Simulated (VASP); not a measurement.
# AlN (P6_3/mmc) in VASP: a series of runs, part 2 of 2

VASP 6.6.1. Earlier steps stand in the parts before.

## 3. Dielectric tensor, PBE

The input, INCAR:

```
SYSTEM = AlN
PREC = Accurate
ENCUT = 520
EDIFF = 1E-8
ISMEAR = 0
SIGMA = 0.01
LREAL = .False.
LASPH = .True.
NELM = 60
ALGO = Normal
ISIF = 2
LWAVE = .False.
LCHARG = .False.
GGA = PE
LEPSILON = .True.
```

The input, KPOINTS:

```
Automatic mesh
0
Gamma
  9 9 6
  0 0 0
```

The input, POSCAR:

```
AlN
1.0
    3.2923469533      0.0000000000      0.0000000000
   -1.6461734767      2.8512560996      0.0000000000
    0.0000000000      0.0000000000      4.1369585597
Al N
2 2
Direct
    0.3333333333      0.6666666667      0.2500000000
    0.6666666667      0.3333333333      0.7500000000
    0.6666666667      0.3333333333      0.2500000000
    0.3333333333      0.6666666667      0.7500000000
```

Potentials or basis: VASP PAW PBE potentials, release 64 (Al, N).

Started as:

```console
$ cat potpaw_PBE.64/Al/POTCAR potpaw_PBE.64/N/POTCAR > POTCAR
$ mpirun -np 1 vasp_std > vasp.out
```

OUTCAR:

```text
SYSTEM = AlN
   PREC = Accurate
   ENCUT = 520
   EDIFF = 1E-8
   ISMEAR = 0
   LREAL = .False.
   LASPH = .True.
   NELM = 60
   ISIF = 2
   GGA = PE
   LEPSILON = .True.

 ion  position               nearest neighbor table
   1  0.333  0.667  0.250-   3 1.90   3 1.90   3 1.90   4 2.07   4 2.07   2 2.81   2 2.81   2 2.81
                             2 2.81   2 2.81   2 2.81
   2  0.667  0.333  0.750-   4 1.90   4 1.90   4 1.90   3 2.07   3 2.07   1 2.81   1 2.81   1 2.81
                             1 2.81   1 2.81   1 2.81
   3  0.667  0.333  0.250-   1 1.90   1 1.90   1 1.90   2 2.07   2 2.07
   4  0.333  0.667  0.750-   2 1.90   2 1.90   2 1.90   1 2.07   1 2.07

  LATTYP: Found a hexagonal cell.
 ALAT       =     3.2923469533
 C/A-ratio  =     1.2565378493

  Lattice vectors:

 A1 = (   3.2923469533,   0.0000000000,   0.0000000000)
 A2 = (  -1.6461734767,   2.8512560996,   0.0000000000)
 A3 = (   0.0000000000,   0.0000000000,   4.1369585597)

Analysis of symmetry for initial positions (statically):
=====================================================================
 Subroutine PRICEL returns:
 Original cell was already a primitive cell.

 Routine SETGRP: Setting up the symmetry group for a
 hexagonal supercell.

 Subroutine GETGRP returns: Found 24 space group operations
 (whereof 12 operations were pure point group operations)
 out of a pool of 24 trial point group operations.

The static configuration has the point symmetry D_3d.
 The point group associated with its full space group is D_6h.

Analysis of symmetry for dynamics (positions and initial velocities):
=====================================================================
 Subroutine PRICEL returns:
 Original cell was already a primitive cell.

 Routine SETGRP: Setting up the symmetry group for a
 hexagonal supercell.

[... 555 lines left out ...]
          -0.000000     4.658084    -0.000000
           0.000000     0.000000     4.989889
 ------------------------------------------------------

 Free energy of the ion-electron system (eV)
  ---------------------------------------------------
  ---------------------------------------------------
  free energy    TOTEN  =        -0.40816313 eV

  energy without entropy =       -0.40816313

------------------------ aborting loop because EDIFF is reached ----------------------------------------

--------------------------------------- Ionic step        2  -------------------------------------------

------------------------ aborting loop because EDIFF is reached ----------------------------------------

--------------------------------------- Ionic step        3  -------------------------------------------

 Free energy of the ion-electron system (eV)
  ---------------------------------------------------
  ---------------------------------------------------
  free energy    TOTEN  =        -0.45648169 eV

  energy without entropy =       -0.45648169

------------------------ aborting loop because EDIFF is reached ----------------------------------------

 PIEZOELECTRIC TENSOR FIELD DIRECTION 3  (e Angst)
 -----------------------------------------------------------------------------
     0.00102  0.00000  0.00000           (  0.00001 -0.00000  0.00000)
    -0.00000  0.00102  0.00000           ( -0.00000  0.00001  0.00000)
     0.00000  0.00000 -0.00248           (  0.00000  0.00000 -0.00001)

 PIEZOELECTRIC TENSOR FIELD DIRECTION 3  (C/m^2)
 -----------------------------------------------------------------------------
     0.00042  0.00000  0.00000
    -0.00000  0.00042  0.00000
     0.00000  0.00000 -0.00102

 MACROSCOPIC STATIC DIELECTRIC TENSOR (including local field effects in DFT)
 ------------------------------------------------------
           4.457784    -0.000000     0.000000
          -0.000000     4.457784    -0.000000
          -0.000000    -0.000000     4.902417
 ------------------------------------------------------

 PIEZOELECTRIC TENSOR (including local field effects)  for field in x, y, z        (e  Angst)
          XX          YY          ZZ          XY          YZ          ZX
  --------------------------------------------------------------------------------
  x     0.00000     0.00000     0.00000     0.00000     0.00000     0.00000
  y     0.00000     0.00000     0.00000     0.00000     0.00000     0.00000
  z     0.00000     0.00000     0.00000     0.00000     0.00000     0.00000

 PIEZOELECTRIC TENSOR (including local field effects)  for field in x, y, z        (C/m^2)
          XX          YY          ZZ          XY          YZ          ZX
  --------------------------------------------------------------------------------
  x     0.00000     0.00000     0.00000     0.00000     0.00000     0.00000
  y     0.00000     0.00000     0.00000     0.00000     0.00000     0.00000
  z     0.00000     0.00000     0.00000     0.00000     0.00000     0.00000

 BORN EFFECTIVE CHARGES (including local field effects) (in |e|, cummulative output)
 ---------------------------------------------------------------------------------
 ion    1
    1     2.51374    -0.00000     0.00000
    2    -0.00000     2.51374     0.00000
    3     0.00000    -0.00000     3.12318
 ion    2
    1     2.51374    -0.00000     0.00000
    2    -0.00000     2.51374     0.00000
    3     0.00000    -0.00000     3.12318
 ion    3
    1    -2.51374     0.00000     0.00000
    2     0.00000    -2.51374     0.00000
    3     0.00000     0.00000    -3.12318
 ion    4
    1    -2.51374     0.00000     0.00000
    2     0.00000    -2.51374     0.00000
    3     0.00000     0.00000    -3.12318
```

OSZICAR:

```text
N       E                     dE             d eps       ncg     rms          rms(c)
DAV:   1     0.569140118903E+02    0.56914E+02   -0.77756E+03  1152   0.120E+03
DAV:   2    -0.296295406588E+02   -0.86544E+02   -0.79270E+02  1656   0.230E+02
[... 13 lines left out ...]
RMM:   6    -0.456260256235E+00   -0.28925E-03   -0.43274E-06  2045   0.185E-02    0.475E-03
RMM:   7    -0.456461218779E+00   -0.20096E-03   -0.93234E-07  2023   0.852E-03    0.488E-04
RMM:   8    -0.456484440374E+00   -0.23222E-04   -0.17096E-08  2104   0.864E-04    0.238E-04
RMM:   9    -0.456481553136E+00    0.28872E-05    0.76280E-10  1921   0.551E-04    0.320E-05
RMM:  10    -0.456481605447E+00   -0.52311E-07   -0.27787E-09  1133   0.793E-05    0.103E-05
RMM:  11    -0.456481694854E+00   -0.89407E-07   -0.81834E-09  1075   0.773E-05    0.185E-06
```

Wall time 4.2 min (1 thread of Intel Xeon 8259CL, shared host); peak memory 0.25 GiB.

Results:

- Band gap on the k mesh: 3.47 eV
- Electronic dielectric tensor (diagonal): 4.46, 4.46, 4.90
- Born charges (mean of the diagonal): Al +2.72; N -2.72 e

Levels at points of the mesh, in eV from the valence-band top:
```tsv
k point	band 6	band 7	band 8	band 9	band 10	band 11
(0.00, 0.00, 0.00)	-1.62	-1.62	0.00	3.47	4.60	8.36
(0.00, 0.00, 0.50)	-2.52	-2.52	-2.52	5.83	5.83	8.52
```

Electronic dielectric tensor:
```
4.46 0.00 0.00
0.00 4.46 0.00
0.00 0.00 4.90
```

Born effective charge tensors (e):
atom 1, Al
```
2.51 0.00 0.00
0.00 2.51 0.00
0.00 0.00 3.12
```
atom 2, Al
```
2.51 0.00 0.00
0.00 2.51 0.00
0.00 0.00 3.12
```
atom 3, N
```
-2.51  0.00  0.00
 0.00 -2.51  0.00
 0.00  0.00 -3.12
```
atom 4, N
```
-2.51  0.00  0.00
 0.00 -2.51  0.00
 0.00  0.00 -3.12
```

## 4. Vibrations by perturbation theory, PBEsol

This run uses another cell than the first one, of 9.77 Å³/atom.

The input, INCAR:

```
PREC     = Accurate       # precision mode
ENCUT    = 520            # plane-wave cutoff, eV
EDIFF    = 1E-8           # SCF threshold, eV
ISMEAR   = 0              # smearing method
SIGMA    = 0.01           # smearing width, eV
LREAL    = F              # projectors in reciprocal space
LASPH    = T              # aspherical terms in the spheres
NELM     = 60             # most SCF steps
ALGO     = Normal         # electronic algorithm
ISIF     = 2              # what is computed and relaxed
LWAVE    = F              # write WAVECAR
LCHARG   = F              # write CHGCAR
GGA      = PS             # functional
IBRION   = 8              # ionic algorithm
NSW      = 1              # ionic steps
LEPSILON = T              # dielectric tensor by DFPT
```

The input, KPOINTS:

```
regular mesh
0
Gamma
  9 9 6
```

The input, POSCAR:

```
AlN
1.0
    3.3016034795      0.0000000000      0.0000000000
   -1.6508017398      2.8592724865      0.0000000000
    0.0000000000      0.0000000000      4.1409803751
Al N
2 2
Direct
    0.3333333333      0.6666666667      0.2500000000
    0.6666666667      0.3333333333      0.7500000000
    0.6666666667      0.3333333333      0.2500000000
    0.3333333333      0.6666666667      0.7500000000
```

Potentials or basis: VASP PAW PBE potentials, release 64 (Al, N).

Started as:

```console
$ cat potpaw_PBE.64/Al/POTCAR potpaw_PBE.64/N/POTCAR > POTCAR
$ mpirun -np 1 vasp_std > vasp.out
```

OUTCAR:

```text
PREC = Accurate
   ENCUT = 520
   EDIFF = 1E-8
   ISMEAR = 0
   LREAL = F
   LASPH = T
   NELM = 60
   ISIF = 2
   GGA = PS
   IBRION = 8
   NSW = 1
   LEPSILON = T

 ion  position               nearest neighbor table
   1  0.333  0.667  0.250-   3 1.91   3 1.91   3 1.91   4 2.07   4 2.07   2 2.81   2 2.81   2 2.81
                             2 2.81   2 2.81   2 2.81
   2  0.667  0.333  0.750-   4 1.91   4 1.91   4 1.91   3 2.07   3 2.07   1 2.81   1 2.81   1 2.81
                             1 2.81   1 2.81   1 2.81
   3  0.667  0.333  0.250-   1 1.91   1 1.91   1 1.91   2 2.07   2 2.07
   4  0.333  0.667  0.750-   2 1.91   2 1.91   2 1.91   1 2.07   1 2.07

  LATTYP: Found a hexagonal cell.
 ALAT       =     3.3016034795
 C/A-ratio  =     1.2542331024

  Lattice vectors:

 A1 = (   3.3016034795,   0.0000000000,   0.0000000000)
 A2 = (  -1.6508017398,   2.8592724865,   0.0000000000)
 A3 = (   0.0000000000,   0.0000000000,   4.1409803751)

Analysis of symmetry for initial positions (statically):
=====================================================================
 Subroutine PRICEL returns:
 Original cell was already a primitive cell.

 Routine SETGRP: Setting up the symmetry group for a
 hexagonal supercell.
[... 673 lines left out ...]
  x     0.00000    -0.00000     0.00000   -13.95224     0.00000     0.00000
  y   -13.95224    13.95224     0.00000    -0.00000     0.00000     0.00000
  z     0.00000     0.00000     0.00000     0.00000     0.00000     0.00000

 SECOND DERIVATIVES (NOT SYMMETRIZED)
 ------------------------------------
               1X          1Y          1Z          2X          2Y          2Z          3X          3Y          3Z          4X          4Y          4Z
  1X   -17.037232    0.000000    0.000000    1.645454   -0.000000    0.000000   13.061726   -0.000000    0.000000    2.330052   -0.000000    0.000000
  1Y     0.000000  -17.037232    0.000000   -0.000000    1.645454    0.000000   -0.000000   13.061726    0.000000   -0.000000    2.330052    0.000000
  1Z     0.000000    0.000000   -9.464344   -0.000000    0.000000    7.011694    0.000000   -0.000000    1.822457    0.000000    0.000000    0.630193
  2X     1.645454   -0.000000    0.000000  -17.037232    0.000000    0.000000    2.330052   -0.000000    0.000000   13.061726   -0.000000    0.000000
  2Y    -0.000000    1.645454    0.000000    0.000000  -17.037232    0.000000   -0.000000    2.330052    0.000000   -0.000000   13.061726    0.000000
  2Z    -0.000000    0.000000    7.011694    0.000000    0.000000   -9.464344    0.000000    0.000000    0.630193    0.000000   -0.000000    1.822457
  3X    13.062771   -0.000000    0.000000    2.334100   -0.000000    0.000000  -17.868959    0.000000    0.000000    2.472089   -0.000000    0.000000
  3Y    -0.000000   13.062771    0.000000   -0.000000    2.334100    0.000000    0.000000  -17.868959    0.000000   -0.000000    2.472089    0.000000
  3Z    -0.000000   -0.000000    1.865466    0.000000    0.000000    0.583291    0.000000    0.000000  -12.757814    0.000000    0.000000   10.309056
  4X     2.334100   -0.000000    0.000000   13.062771   -0.000000    0.000000    2.472089   -0.000000    0.000000  -17.868959    0.000000    0.000000
  4Y    -0.000000    2.334100    0.000000   -0.000000   13.062771    0.000000   -0.000000    2.472089    0.000000    0.000000  -17.868959    0.000000
  4Z     0.000000    0.000000    0.583291   -0.000000   -0.000000    1.865466    0.000000    0.000000   10.309056    0.000000    0.000000  -12.757814

 Eigenvectors and eigenvalues of the dynamical matrix
 ----------------------------------------------------

   1 f  =   20.639263 THz   129.680314 2PiTHz  688.451707 cm-1    85.357095 meV
             X         Y         Z           dx          dy          dz
     -0.000000  1.906182  1.035245     0.162269   -0.286136   -0.000000
      1.650802  0.953091  3.105735    -0.162269    0.286136    0.000000
      1.650802  0.953091  1.035245    -0.308774    0.544475    0.000000
     -0.000000  1.906182  3.105735     0.308774   -0.544475   -0.000000
[... 71 lines left out ...]
  12 f/i=    0.003036 THz     0.019076 2PiTHz    0.101270 cm-1     0.012556 meV
             X         Y         Z           dx          dy          dz
     -0.000000  1.906182  1.035245    -0.000000   -0.000000   -0.573587
      1.650802  0.953091  3.105735    -0.000000   -0.000000   -0.573587
      1.650802  0.953091  1.035245    -0.000000   -0.000000   -0.413519
     -0.000000  1.906182  3.105735    -0.000000   -0.000000   -0.413519

--------------------------------------------------------------------------------------------------------

 MACROSCOPIC STATIC DIELECTRIC TENSOR IONIC CONTRIBUTION
 ------------------------------------------------------
           3.803959    -0.000000     0.000000
          -0.000000     3.803959    -0.000000
           0.000000    -0.000000    36.657703
 ------------------------------------------------------

 ELASTIC MODULI CONTR FROM IONIC RELAXATION (kBar)
 Direction    XX          YY          ZZ          XY          YZ          ZX
 --------------------------------------------------------------------------------
 XX        -863.6687    863.6687      0.0000      0.0000     -0.0000     -0.0000
 YY         863.6687   -863.6687     -0.0000      0.0000      0.0000      0.0000
 ZZ           0.0000     -0.0000     -0.0000      0.0000     -0.0000     -0.0000
 XY           0.0000      0.0000      0.0000   -863.6687      0.0000      0.0000
 YZ          -0.0000      0.0000     -0.0000      0.0000     -0.0000     -0.0000
 ZX          -0.0000      0.0000     -0.0000      0.0000     -0.0000     -0.0000
 --------------------------------------------------------------------------------

 PIEZOELECTRIC TENSOR IONIC CONTR  for field in x, y, z        (C/m^2)
          XX          YY          ZZ          XY          YZ          ZX
  --------------------------------------------------------------------------------
  x    -0.00000     0.00000    -0.00000    -0.00000    -0.00000    -0.00000
  y    -0.00000     0.00000     0.00000    -0.00000     0.00000     0.00000
  z    -0.00000     0.00000     0.00000     0.00000     0.00000     0.00000
```

Run time: 13 min. Hardware: 1 thread of Intel Xeon 8259CL, shared host; peak memory 0.36 GiB.

Results:

| Item | Value |
| --- | --- |
| Electronic dielectric tensor (diagonal) | 4.52, 4.52, 4.97 |
| Born charges (mean of the diagonal) | Al +2.72; N -2.72 e |
| Highest phonon frequency at Γ, LO-TO splitting left out | 688 cm⁻¹ |

Phonon frequencies in cm⁻¹ (negative: imaginary):
```tsv
q point	frequencies
(0.000, 0.000, 0.000)	0 0 0 269 331 331 406 670 674 674 688 688
```

Electronic dielectric tensor:
```
4.52 0.00 0.00
0.00 4.52 0.00
0.00 0.00 4.97
```

Born effective charge tensors (e):
atom 1, Al
```
2.52 0.00 0.00
0.00 2.52 0.00
0.00 0.00 3.12
```
atom 2, Al
```
2.52 0.00 0.00
0.00 2.52 0.00
0.00 0.00 3.12
```
atom 3, N
```
-2.52  0.00  0.00
 0.00 -2.52  0.00
 0.00  0.00 -3.12
```
atom 4, N
```
-2.52  0.00  0.00
 0.00 -2.52  0.00
 0.00  0.00 -3.12
```

Caveat: the PAW data sets were made with another functional, which shifts forces and pressure a little.
